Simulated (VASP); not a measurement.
AlGa3P4:

```
Al Ga P
1.0
     3.76872    0.00000    0.00000
     0.00000    3.76872    0.00000
     0.00000    0.00000   10.65956
Al Ga P
1 3 4
Direct
  0.50000 0.50000 0.00000
  0.00000 0.00000 0.75000
  0.50000 0.50000 0.50000
  0.00000 0.00000 0.25000
  0.50000 0.00000 0.37500
  0.00000 0.50000 0.12500
  0.50000 0.00000 0.87500
  0.00000 0.50000 0.62500
```

- Program: VASP 6.6.1
- Task: relaxation of cell and atoms
- Functional: PBE
- Potentials or basis: VASP PAW PBE potentials, release 64 (Al, Ga_d, P)
- Cutoff: 600 eV
- k mesh: 4 × 4 × 2
- Occupations: gaussian, width 0.1 eV
- Spin: no spin polarisation

At the start: pressure 9.6 GPa; volume 18.93 Å³/atom.

Question: Where does the relaxation end?

Answer: Over 5 steps the energy falls by 54.6 meV/atom and the volume is 20.86 Å³/atom (+10.2 %); space group P-4m2 (No. 115, to 0.1 Å) before and after.

Step by step:
```tsv
step	energy change (eV)	largest force (eV/Å)	pressure (GPa)	volume (Å³)
1	0.0000	0.0713	9.62	151.40
2	-0.2916	0.0702	-4.15	177.70
3	-0.4355	0.0648	-0.05	167.21
4	-0.4353	0.0650	0.13	166.89
5	-0.4368	0.0271	0.13	166.88
```

Final structure:
```xyz
8
Lattice="3.9023 0.0000 0.0000 0.0000 3.9023 0.0000 0.0000 0.0000 10.9588" Properties=species:S:1:pos:R:3 pbc="T T T"
Al    1.9511    1.9511    0.0000
Ga    3.9023    0.0000    8.2172
Ga    1.9511    1.9511    5.4794
Ga    0.0000    0.0000    2.7416
P     1.9511    0.0000    4.1105
P     3.9023    1.9511    1.3648
P     1.9511    0.0000    9.5940
P     3.9023    1.9511    6.8483
```
